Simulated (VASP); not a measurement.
Rb:

```
Rb
1.0
     4.54801    0.00000    0.00000
     0.00000    4.54801    0.00000
     0.00000    0.00000    4.54801
Rb
1
Cartesian
  0.0000 0.0000 0.0000
```

This isn't the form of Rb at room conditions, which is bcc.

```yaml
Program: VASP 6.6.1
Task: relaxation of cell and atoms
Functional: RPBE
Potentials_or_basis: VASP PAW PBE potentials, release 64 (Rb_sv)
Cutoff: 600 eV
k_mesh: 7 × 7 × 7
Occupations: fermi-dirac, width 0.1 eV
Spin: no spin polarisation
```

At the start: pressure 0.4 GPa; volume 94.07 Å³/atom.

**Question.** Where does the relaxation end?

**Answer.** Over 4 steps the energy falls by 15.9 meV/atom and the volume is 109.10 Å³/atom (+16.0 %); space group Pm-3m (No. 221, to 0.1 Å) before and after.

The path:
| step | energy change (eV) | largest force (eV/Å) | pressure (GPa) | volume (Å³) |
| --- | --- | --- | --- | --- |
| 1 | 0.0000 | 0.0000 | 0.38 | 94.07 |
| 2 | -0.0061 | 0.0000 | 0.27 | 97.10 |
| 3 | -0.0154 | 0.0000 | 0.05 | 106.58 |
| 4 | -0.0159 | 0.0000 | 0.01 | 109.10 |

Final structure:
```
Rb
1.0
     4.77825    0.00000    0.00000
     0.00000    4.77825    0.00000
     0.00000    0.00000    4.77825
Rb
1
Cartesian
  0.0000 0.0000 0.0000
```

Caveat: the volume moved by over 15 % at a fixed basis, so the end points are rough; the PAW data sets were made with another functional, which shifts forces and pressure a little.
